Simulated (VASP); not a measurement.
# BN (P-6m2) in VASP: notebook

The runs below take BN through single point, with PBEsol.

All numbers are computed with VASP 6.6.1; they aren't measurements. Logs are shortened: lines on timing, memory, paths and dates and some standing lists are left out, and cuts for length are marked.

## (1) The cell of the first run

It takes space group P-6m2 (No. 187, hexagonal). Conventional cell: a = 2.585 Å, b = 2.585 Å, c = 6.690 Å, α = 90.00°, β = 90.00°, γ = 120.00°. B (site symmetry -6m2) has 3 N at 1.49 Å within 2.0 Å. Within 2.0 Å of B (site symmetry -6m2) lie 3 N at 1.49 Å. N (site symmetry -6m2) has 3 B at 1.49 Å within 2.0 Å. N (site symmetry -6m2) has 3 B at 1.49 Å within 2.0 Å.

## (2) Single point, PBEsol (strain +0.030 along x and y, +0.000 along z)

The input, INCAR:

```
PREC = Accurate ; ENCUT = 520
EDIFF = 1E-6 ; ISMEAR = 0
SIGMA = 0.05 ; LREAL = F
LASPH = T ; NELM = 100
ALGO = Normal ; ISIF = 2
LWAVE = F ; LCHARG = F
GGA = PS ; NBANDS = 16
```

The input, KPOINTS:

```
regular mesh
0
Gamma
  12 12 4
```

The input, POSCAR:

```
BN
1.0
    2.5852983215      0.0000000000      0.0000000000
   -1.2926491607      2.2389340228      0.0000000000
    0.0000000000      0.0000000000      6.6900000000
B N
2 2
Direct
    0.0000000000      0.0000000000      0.5000000000
    0.3333333333      0.6666666667      0.0000000000
    0.0000000000      0.0000000000      0.0000000000
    0.6666666667      0.3333333333      0.5000000000
```

Potentials or basis: VASP PAW PBE potentials, release 64 (B, N).

Run with:

```sh
> cat potpaw_PBE.64/B/POTCAR potpaw_PBE.64/N/POTCAR > POTCAR
> mpirun -np 1 vasp_std > vasp.out
```

OUTCAR:

```text
PREC = Accurate
   ENCUT = 520
   EDIFF = 1E-6
   ISMEAR = 0
   LREAL = F
   LASPH = T
   NELM = 100
   ISIF = 2
   GGA = PS

 ion  position               nearest neighbor table
   1  0.000  0.000  0.500-   4 1.49   4 1.49   4 1.49
   2  0.333  0.667  0.000-   3 1.49   3 1.49   3 1.49
   3  0.000  0.000  0.000-   2 1.49   2 1.49   2 1.49
   4  0.667  0.333  0.500-   1 1.49   1 1.49   1 1.49

  LATTYP: Found a hexagonal cell.
 ALAT       =     2.5852983215
 C/A-ratio  =     2.5877091028

  Lattice vectors:

 A1 = (   2.5852983215,   0.0000000000,   0.0000000000)
 A2 = (  -1.2926491607,   2.2389340228,   0.0000000000)
 A3 = (   0.0000000000,   0.0000000000,   6.6900000000)

Analysis of symmetry for initial positions (statically):
=====================================================================
 Subroutine PRICEL returns:
 Original cell was already a primitive cell.

 Routine SETGRP: Setting up the symmetry group for a
 hexagonal supercell.

 Subroutine GETGRP returns: Found 12 space group operations
 (whereof 12 operations were pure point group operations)
 out of a pool of 24 trial point group operations.

The static configuration has the point symmetry D_3h.

Analysis of symmetry for dynamics (positions and initial velocities):
=====================================================================
 Subroutine PRICEL returns:
 Original cell was already a primitive cell.

 Routine SETGRP: Setting up the symmetry group for a
 hexagonal supercell.

 Subroutine GETGRP returns: Found 12 space group operations
 (whereof 12 operations were pure point group operations)
 out of a pool of 24 trial point group operations.

The dynamic configuration has the point symmetry D_3h.

 Subroutine INISYM returns: Found 12 space group operations
 (whereof 12 operations are pure point group operations),
 and found     1 'primitive' translations

----------------------------------------------------------------------------------------

                                     Primitive cell

  volume of cell :      38.7238

  direct lattice vectors                    reciprocal lattice vectors
     2.585298321  0.000000000  0.000000000     0.386802556  0.223320560  0.000000000
    -1.292649161  2.238934023  0.000000000     0.000000000  0.446641120  0.000000000
     0.000000000  0.000000000  6.690000000     0.000000000  0.000000000  0.149476831

  length of vectors
     2.585298321  2.585298321  6.690000000     0.446641120  0.446641120  0.149476831

  position of ions in fractional coordinates (direct lattice)
     0.000000000  0.000000000  0.500000000
     0.333333333  0.666666667  0.000000000
     0.000000000  0.000000000  0.000000000
     0.666666667  0.333333333  0.500000000

  ion indices of the primitive-cell ions
   primitive index   ion index
                 1           1
                 2           2
                 3           3
                 4           4

----------------------------------------------------------------------------------------

 KPOINTS: regular mesh

Automatic generation of k-mesh.
 Grid dimensions read from file:
 generate k-points for:   12   12    4

 Generating k-lattice:

  Cartesian coordinates                     Fractional coordinates (reciprocal lattice)
     0.032233546  0.018610047  0.000000000     0.083333333  0.000000000  0.000000000
     0.000000000  0.037220093  0.000000000     0.000000000  0.083333333  0.000000000
     0.000000000  0.000000000  0.037369208     0.000000000  0.000000000  0.250000000

  Length of vectors
     0.037220093  0.037220093  0.037369208

  Shift w.r.t. Gamma in fractional coordinates (k-lattice)
     0.000000000  0.000000000  0.000000000

 Subroutine IBZKPT returns following result:
 ===========================================

 Found     57 irreducible k-points:

 Following reciprocal coordinates:
            Coordinates               Weight
  0.000000  0.000000  0.000000      1.000000
  0.083333 -0.000000  0.000000      6.000000
  0.166667 -0.000000  0.000000      6.000000
  0.250000  0.000000  0.000000      6.000000
  0.333333 -0.000000  0.000000      6.000000
  0.416667 -0.000000  0.000000      6.000000
[... 16 lines left out ...]
  0.250000  0.000000  0.250000     12.000000
  0.333333 -0.000000  0.250000     12.000000
 [... further k-points ...]
   k-points           NKPTS =     57   k-points in BZ     NKDIM =     57   number of bands    NBANDS=     16
   number of dos      NEDOS =    301   number of ions     NIONS =      4
   total plane-waves  NPLWV =  20000
   dimension x,y,z NGX =    20 NGY =   20 NGZ =   50
   dimension x,y,z NGXF=    40 NGYF=   40 NGZF=  100
   ions per type =               2   2
   NGX,Y,Z   is equivalent  to a cutoff of  12.86, 12.86, 12.42 a.u.
   NGXF,Y,Z  is equivalent  to a cutoff of  25.72, 25.72, 24.85 a.u.
 SYSTEM =  unknown system
   PREC   = accura    normal or accurate (medium, high low for compatibility)
   ISTART =      0    job   : 0-new  1-cont  2-samecut
   ICHARG =      2    charge: 1-file 2-atom 10-const
   ISPIN  =      1    spin polarized calculation?
   LNONCOLLINEAR =      F non collinear calculations
   LSORBIT =      F    spin-orbit coupling
   LASPH  =      T    aspherical Exc in radial PAW
   ENCUT  =  520.0 eV  38.22 Ry    6.18 a.u.   4.81  4.81 12.44*2*pi/ulx,y,z
   NELM   =    100;   NELMIN=  2; NELMDL= -5     # of ELM steps
   EDIFF  = 0.1E-05   stopping-criterion for ELM
   LREAL  =      F    real-space projection
   EDIFFG = 0.1E-04   stopping-criterion for IOM
   NSW    =      0    number of steps for IOM
   IBRION =     -1    ionic relax: 0-MD 1-quasi-New 2-CG
   NFREE  =      0    steps in history (QN), initial steepest desc. (CG)
   ISIF   =      2    stress and relaxation
   ISYM   =      2    0-nonsym 1-usesym 2-fastsym
   POTIM  = 0.5000    time-step for ionic-motion
   TEBEG  =    0.0;   TEEND  =   0.0 temperature during run
   PSTRESS=    0.0 pullay stress
   NELECT =      16.0000    total number of electrons
   NUPDOWN=      -1.0000    fix difference up-down
   EMIN   =  10.00;   EMAX   =-10.00  energy-range for DOS
   EFERMI =   0.00;   METHOD = LEGACY
   ISMEAR =     0;   SIGMA  =   0.05  broadening in eV -4-tet -1-fermi 0-gaus
   EFERMI_NEDOS =   21; number of points for ismear=-14 and -15
   IALGO  =     38    algorithm
   IMIX   =      4    mixing-type and parameters
     AMIX     =   0.40;   BMIX     =  1.00
     AMIX_MAG =   1.60;   BMIX_MAG =  1.00
  volume/ion in A,a.u.               =       9.68        65.33
  Fermi-wavevector in a.u.,A,eV,Ry     =   1.219332  2.304204 20.228756  1.486772
  Thomas-Fermi vector in A             =   2.354588
   LORBIT       =      0    0 simple, 1 ext, 2 COOP (PROOUT), +10 PAW based schemes
   GGA     = PS    functional components
   LHFCALC =     F    Hartree Fock is set to
   AEXX    =    0.0000 exact exchange contribution
   IVDW    =     0    specifies the selected vdW correction
   LEPSILON=     F    determine dielectric tensor
   LRPA    =     F    only Hartree local field effects (RPA)
 non-spin polarized calculation
 Gauss-broadening in eV      SIGMA  =   0.05
  energy-cutoff  :      520.00
  volume of cell :       38.72
 maximum number of plane-waves:      1058
 NGX is ok and might be reduce to    20
   NGX =  9   NGY =  9   NGZ = 25

 number of electron      15.9999998 magnetization

 Free energy of the ion-electron system (eV)
  ---------------------------------------------------
  ext. energy  EPLUGINS =         0.00000000
  ---------------------------------------------------
  free energy    TOTEN  =       -36.34229686 eV

  energy without entropy =      -36.34229686  energy(sigma->0) =      -36.34229686

 E-fermi :   2.0584     XC(G=0): -10.0664

 val. band max:        1.7949622176   @ k =   0.3333   0.3333   0.5000
 cond. band min:       5.8900409731   @ k =   0.5000   0.0000   0.0000
 fundamental gap:      4.0950787555
 Fermi energy:         2.0584302606

 k-point     1 :       0.0000    0.0000    0.0000
  band No.  band energies     occupation
      1     -15.4781      2.00000
      2     -15.1637      2.00000
      3      -4.0675      2.00000
      4      -1.9180      2.00000
      5       0.2805      2.00000
      6       0.2805      2.00000
[... 8 lines left out ...]
     15      12.5916      0.00000
     16      13.7476      0.00000

 k-point     2 :       0.0833   -0.0000    0.0000
  band No.  band energies     occupation
      1     -15.3510      2.00000
      2     -15.0409      2.00000
      3      -3.8930      2.00000
      4      -1.7653      2.00000
      5      -0.2615      2.00000
      6      -0.1410      2.00000
[... 8 lines left out ...]
     15      13.1316      0.00000
     16      13.3166      0.00000

 k-point     3 :       0.1667   -0.0000    0.0000
  band No.  band energies     occupation
      1     -14.9773      2.00000
      2     -14.6803      2.00000
      3      -3.3755      2.00000
      4      -1.6185      2.00000
      5      -1.4898      2.00000
      6      -1.3177      2.00000
[... 8 lines left out ...]
     15      14.4625      0.00000
     16      14.5982      0.00000

 k-point     4 :       0.2500    0.0000    0.0000
  band No.  band energies     occupation
      1     -14.3840      2.00000
      2     -14.1098      2.00000
      3      -3.3212      2.00000
      4      -3.1760      2.00000
      5      -2.5374      2.00000
      6      -1.2055      2.00000
[... 8 lines left out ...]
     15      16.4823      0.00000
     16      16.5259      0.00000

 k-point     5 :       0.3333   -0.0000    0.0000
  band No.  band energies     occupation
      1     -13.6377      2.00000
      2     -13.3993      2.00000
      3      -5.0022      2.00000
      4      -4.8372      2.00000
      5      -1.7837      2.00000
      6      -1.6502      2.00000
[... 8 lines left out ...]
     15      16.4690      0.00000
     16      18.8092      0.00000

 k-point     6 :       0.4167   -0.0000    0.0000
  band No.  band energies     occupation
      1     -12.9054      2.00000
      2     -12.7207      2.00000
      3      -6.3294      2.00000
      4      -6.1509      2.00000
      5      -2.1635      2.00000
      6      -2.0285      2.00000
[... 8 lines left out ...]
     15      16.6219      0.00000
     16      18.7560      0.00000

 k-point     7 :       0.5000    0.0000    0.0000
  band No.  band energies     occupation
      1     -12.5581      2.00000
      2     -12.4159      2.00000
      3      -6.8691      2.00000
      4      -6.6881      2.00000
      5      -2.2949      2.00000
      6      -2.1594      2.00000
[... 8 lines left out ...]
     15      16.7246      0.00000
     16      18.3966      0.00000

 k-point     8 :       0.0833    0.0833    0.0000
  band No.  band energies     occupation
      1     -15.1006      2.00000
      2     -14.7991      2.00000
      3      -3.5469      2.00000
      4      -1.4649      2.00000
      5      -1.1430      2.00000
      6      -1.0274      2.00000
[... 8 lines left out ...]
     15      13.8537      0.00000
     16      14.5030      0.00000

 k-point     9 :       0.1667    0.0833    0.0000
  band No.  band energies     occupation
      1     -14.6158      2.00000
      2     -14.3322      2.00000
      3      -2.8681      2.00000
      4      -2.5640      2.00000
      5      -2.4391      2.00000
      6      -1.1589      2.00000
[... 8 lines left out ...]
     15      15.0902      0.00000
     16      16.3918      0.00000
[... 172 lines left out ...]
 k-point    19 :       0.3333    0.3333    0.0000
  band No.  band energies     occupation
      1     -12.0297      2.00000
      2     -11.9098      2.00000
      3      -5.7340      2.00000
      4      -5.6655      2.00000
      5      -5.2900      2.00000
      6      -5.2148      2.00000
[... 8 lines left out ...]
     15      15.4947      0.00000
     16      17.6803      0.00000

 k-point    20 :       0.0000    0.0000    0.2500
  band No.  band energies     occupation
      1     -15.4412      2.00000
      2     -15.2052      2.00000
      3      -3.8089      2.00000
      4      -2.3110      2.00000
      5       0.2811      2.00000
      6       0.2811      2.00000
[... 8 lines left out ...]
     15      12.7993      0.00000
     16      13.5900      0.00000

 k-point    21 :       0.0833   -0.0000    0.2500
  band No.  band energies     occupation
      1     -15.3149      2.00000
      2     -15.0817      2.00000
      3      -3.6371      2.00000
      4      -2.1554      2.00000
      5      -0.2579      2.00000
      6      -0.1382      2.00000
[... 8 lines left out ...]
     15      13.1237      0.00000
     16      13.3026      0.00000

 k-point    22 :       0.1667   -0.0000    0.2500
  band No.  band energies     occupation
      1     -14.9432      2.00000
      2     -14.7186      2.00000
      3      -3.1311      2.00000
      4      -1.7619      2.00000
      5      -1.5755      2.00000
      6      -1.4476      2.00000
[... 8 lines left out ...]
     15      14.4687      0.00000
     16      14.5902      0.00000

 k-point    23 :       0.2500    0.0000    0.2500
  band No.  band energies     occupation
      1     -14.3535      2.00000
      2     -14.1436      2.00000
      3      -3.3217      2.00000
      4      -3.1968      2.00000
      5      -2.2832      2.00000
      6      -1.2021      2.00000
[... 8 lines left out ...]
     15      16.5322      0.00000
     16      16.6574      0.00000

 k-point    24 :       0.3333   -0.0000    0.2500
  band No.  band energies     occupation
      1     -13.6132      2.00000
      2     -13.4260      2.00000
      3      -4.9930      2.00000
      4      -4.8541      2.00000
      5      -1.7795      2.00000
      6      -1.6546      2.00000
[... 8 lines left out ...]
     15      17.3017      0.00000
     16      18.7695      0.00000

 [... further k-points ...]
[... 5 lines left out ...]
  --------------------------------------------------------------------------------------
  -------------------------------------------------------------------------------------
  Total       -7.0977541     -7.0977541      0.1012785     -0.0000000      0.0000000     -0.0000000
  in kB     -293.6658570   -293.6658570      4.1903438     -0.0000000      0.0000000     -0.0000000
  external PRESSURE =    -194.3804567 kB  Pullay stress =       0.0000000 kB

 VOLUME and BASIS-vectors are now :
 -----------------------------------------------------------------------------
  energy-cutoff  :      520.00
  volume of cell :       38.72
      direct lattice vectors                 reciprocal lattice vectors
     2.585298321  0.000000000  0.000000000     0.386802556  0.223320560  0.000000000
    -1.292649161  2.238934023  0.000000000     0.000000000  0.446641120  0.000000000
     0.000000000  0.000000000  6.690000000     0.000000000  0.000000000  0.149476831

 POSITION                                       TOTAL-FORCE (eV/Angst)
 -----------------------------------------------------------------------------------
      0.00000      0.00000      3.34500         0.000000     -0.000000      0.000000
     -0.00000      1.49262      0.00000        -0.000000      0.000000      0.000000
      0.00000      0.00000      0.00000         0.000000      0.000000      0.000000
      1.29265      0.74631      3.34500         0.000000      0.000000      0.000000
 -----------------------------------------------------------------------------------
    total drift:                               -0.000001      0.000001      0.000000

  FREE ENERGIE OF THE ION-ELECTRON SYSTEM (eV)
  ---------------------------------------------------
  free  energy   TOTEN  =       -36.3422968574 eV

  energy  without entropy=      -36.3422968574  energy(sigma->0) =      -36.34229686
```

Run time: 24 s. Hardware: 1 thread of Intel Xeon Platinum 8259CL at 2.50GHz (Skylake/Cascade Lake), shared host; peak memory 0.16 GiB.

What came out:

```yaml
Free_energy: -36.3423 eV
Pressure: -19.4 GPa
Band_gap_on_the_k_mesh: 4.09 eV, indirect (least direct gap 4.17 eV)
```

Levels at points of the mesh, in eV from the valence-band top:
```csv
k point,band 5,band 6,band 7,band 8,band 9,band 10,band 11,band 12
"(0.00, 0.00, 0.00)",-1.51,-1.51,-1.39,-1.39,4.89,9.61,10.60,10.66
"(0.50, 0.00, 0.00)",-4.09,-3.95,-1.27,-0.64,4.09,5.20,8.61,8.71
"(0.00, 0.00, 0.50)",-1.51,-1.51,-1.39,-1.39,7.08,7.13,10.68,10.68
"(0.50, 0.00, 0.50)",-4.08,-3.96,-0.95,-0.84,4.34,4.41,8.78,8.89
```

Caveat: the cell differs from its parent crystal (strain +0.030 along x and y, +0.000 along z); the PAW data sets were made with another functional, which shifts forces and pressure a little; this functional lacks dispersion, which binds the layers, so the pressure and a relaxed spacing across them are unreliable. A k mesh can miss the band edges.

(Continued in part 2 of 2.)
